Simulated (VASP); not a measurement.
A run of VASP 6.6.1 is set up as follows.

INCAR

```
ALGO     = Normal         # electronic algorithm
EDIFF    = 1E-6           # SCF threshold, eV
ENCUT    = 520            # plane-wave cutoff, eV
GGA      = PE             # functional
ISIF     = 2              # what is computed and relaxed
ISMEAR   = 0              # smearing method
LASPH    = True           # aspherical terms in the spheres
LCHARG   = False          # write CHGCAR
LREAL    = False          # projectors in reciprocal space
LWAVE    = False          # write WAVECAR
NBANDS   = 24             # bands
NELM     = 60             # most SCF steps
PREC     = Accurate       # precision mode
SIGMA    = 0.1            # smearing width, eV
```

The input KPOINTS:

```
k-points
0
Gamma
  10 10 12
```

File POSCAR:

```
ReS2I2
1.0
    1.7274359674    -11.6603977876      0.0000000000
    1.7274359674     11.6603977876      0.0000000000
    0.0000000000      0.0000000000      3.3778030868
Re S I
1 2 2
Direct
    0.0000000000      0.0000000000      0.0000000000
    0.7753889204      0.2246110796      0.0000000000
    0.2246110796      0.7753889204      0.0000000000
    0.5714711446      0.4285288554      0.5000000000
    0.4285288554      0.5714711446      0.5000000000
```

Potentials or basis: VASP PAW PBE potentials, release 64 (Re, S, I).

Launch:

```console
$ cat potpaw_PBE.64/Re/POTCAR potpaw_PBE.64/S/POTCAR potpaw_PBE.64/I/POTCAR > POTCAR
$ mpirun -np 1 vasp_std > vasp.out
```

**Question.** What does it give for the largest force?

**Answer.** 0.096 eV/Å.

**Question.** What does it give for the band gap on the k mesh?

**Answer.** Zero (an odd number of electrons rules out a gap without spin polarisation).

**Question.** What does it give for the pressure?

**Answer.** -0.1 GPa.

Forces on the atoms (eV/Å):
```
Re   0.000  0.000  0.000
S    0.000  0.096  0.000
S    0.000 -0.096  0.000
I    0.000  0.002  0.000
I    0.000 -0.002  0.000
```

Caveat: spin-orbit coupling is left out, which moves the levels of the heavy elements; an odd number of electrons without spin polarisation forces a metal; a magnetic or distorted state may lie lower.
